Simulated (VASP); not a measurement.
Crystal: I.

```xyz
1
Lattice="0.0000 2.3336 3.8570 2.1626 0.0000 3.8570 2.1626 2.3336 0.0000" Properties=species:S:1:pos:R:3 pbc="T T T"
I     0.0000    0.0000    0.0000
```

Base run:

- Program: VASP 6.6.1
- Functional: PBEsol
- Potentials or basis: VASP PAW PBE potentials, release 64 (I)
- Cutoff: 520 eV
- k mesh: 9 × 9 × 9
- Occupations: fermi-dirac, width 0.05 eV
- Spin: no spin polarisation

Its results: pressure -0.4 GPa.

Task: The run is repeated on the same cell with these changes: functional from PBEsol to r2SCAN. What comes out?

Result: Pressure 1.2 GPa.

Caveats: the PAW data sets were made with another functional, which shifts forces and pressure a little; an odd number of electrons without spin polarisation forces a metal; a magnetic or distorted state may lie lower.
